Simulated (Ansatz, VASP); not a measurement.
## Two plane-wave programs on Al3BSb2

```
Al B Sb
1.0
     0.00059    4.15720   -0.00140
    -0.42651   -0.00309    6.84422
    10.06772   -2.07834   -0.19906
Al B Sb
6 2 4
Direct
  0.93252 0.49208 0.86382
  0.93148 0.97513 0.86387
  0.06747 0.50801 0.13619
  0.06852 0.02480 0.13611
  0.46745 0.24200 0.93480
  0.53251 0.75799 0.06515
  0.00044 0.25014 0.00085
  0.99953 0.74988 0.99917
  0.34389 0.42355 0.68645
  0.34285 0.00121 0.68642
  0.65615 0.57643 0.31356
  0.65720 0.99879 0.31361
```

Change from the starting cell: cell x1, atoms moved at random (sigma 0.15 Å) and cell strained at random (1.5 %), then relaxed without symmetry.

Alike in both runs: functional PBE; k mesh 6 × 4 × 6; occupations gaussian, width 0.2 eV; no spin polarisation.

Ansatz relaxed the structure, and its values are those at the end. VASP's run is a single point on that final structure, the one shown.

```csv
,VASP,Ansatz
version,VASP 6.6.1,Ansatz 0.2.0
potentials or method,"VASP PAW PBE potentials, release 64 (Al, B, Sb), cutoff 520 eV","scalar-relativistic, plane waves, PAW"
valence electrons in the cell,44,84
```

Ansatz gave:

| Property | Result |
| --- | --- |
| gap on the k mesh at the Fermi level (eV) | none |
| pressure (GPa) | 0.0 |
| rms of the force components (eV/Å) | 0.002 |

**Question.** Which values does VASP return?

**Answer.** gap on the k mesh at the Fermi level (eV): none; pressure (GPa): 0.1; rms of the force components (eV/Å): 0.019.

A gap of «none» marks a metal or a gap that the smearing closes. VASP's potentials hold 44 valence electrons a cell and Ansatz's 84, so a difference there can come from the potentials and not from the codes.

Neither program's run includes spin-orbit coupling.
